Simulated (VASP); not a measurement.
PbI2: single point with PBE

The system is PbI2.

```xyz
3
Lattice="4.4126 0.0000 0.0000 -2.2063 3.8214 0.0000 0.0000 0.0000 6.7406" Properties=species:S:1:pos:R:3 pbc="T T T"
Pb    0.0000    0.0000    0.0000
I     2.2063    1.2738    4.8202
I     0.0000    2.5476    1.9204
```

```
Program             : VASP 6.6.1
Task                : single point
Functional          : PBE
Potentials or basis : VASP PAW PBE potentials, release 64 (Pb_d, I)
Cutoff              : 500 eV
k mesh              : 7 × 7 × 4
Occupations         : fermi-dirac, width 0.03 eV
Spin                : no spin polarisation
```

| Property | Result |
| --- | --- |
| Pressure | 3.5 GPa |
| Largest force | 0.003 eV/Å |
| Band gap on the k mesh | 1.99 eV |

Forces in eV/Å, atoms in the order of the input:
```
Pb   0.000  0.000  0.000
I    0.000  0.000 -0.003
I    0.000  0.000  0.003
```

Levels at points of the mesh, in eV from the valence-band top:
| k point | band 11 | band 12 | band 13 | band 14 | band 15 | band 16 | band 17 | band 18 |
| --- | --- | --- | --- | --- | --- | --- | --- | --- |
| (0.00, 0.00, 0.00) | -1.37 | -1.30 | -1.30 | -1.16 | 2.38 | 3.16 | 3.16 | 6.53 |
| (0.00, 0.00, 0.50) | -1.58 | -1.02 | -1.02 | 0.00 | 1.99 | 2.87 | 2.87 | 5.59 |

Run time: 120 s on 1 thread of AMD EPYC 7R43 64-Core Processor (Zen 3) (shared host), peak memory 0.2 GiB.

Caveat: the cell stands under pressure; spin-orbit coupling is left out, which moves the levels of the heavy elements; an odd mesh through Γ misses points on the zone boundary, where band edges can lie; this functional lacks dispersion, which binds the layers, so the pressure and a relaxed spacing across them are unreliable.
